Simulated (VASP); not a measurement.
Crystal: Sb.

```xyz
2
Lattice="2.1542 1.2437 3.7580 -2.1542 1.2437 3.7580 0.0000 -2.4875 3.7580" Properties=species:S:1:pos:R:3 pbc="T T T"
Sb    0.0000    0.0000    8.6416
Sb    0.0000    0.0000    2.6324
```

Base run:

- Program: VASP 6.6.1
- Functional: RPBE
- Potentials or basis: VASP PAW PBE potentials, release 64 (Sb)
- Cutoff: 520 eV
- k mesh: 8 × 8 × 8
- Occupations: fermi-dirac, width 0.05 eV
- Spin: no spin polarisation

Its results: band gap on the k mesh zero (band 5 reaches 7.50 eV, above the bottom of band 6 at 7.21 eV); pressure 4.1 GPa; largest force 0.227 eV/Å.

Question: After a change of settings the same cell gave: band gap on the k mesh zero (band 5 reaches 7.40 eV, above the bottom of band 6 at 7.18 eV); pressure 1.8 GPa; largest force 0.047 eV/Å. Which change was it?
A. functional from RPBE to PBE; occupations from fermi-dirac, width 0.05 eV to gaussian, width 0.022 eV
B. dispersion from none to D4
C. functional from RPBE to r2SCAN
D. functional from RPBE to LDA; potentials or basis from VASP PAW PBE potentials, release 64 (Sb) to VASP PAW LDA potentials, release 64 (Sb)

Answer: C.

Caveats: the PAW data sets were made with another functional, which shifts forces and pressure a little; spin-orbit coupling is left out, which moves the levels of the heavy elements.
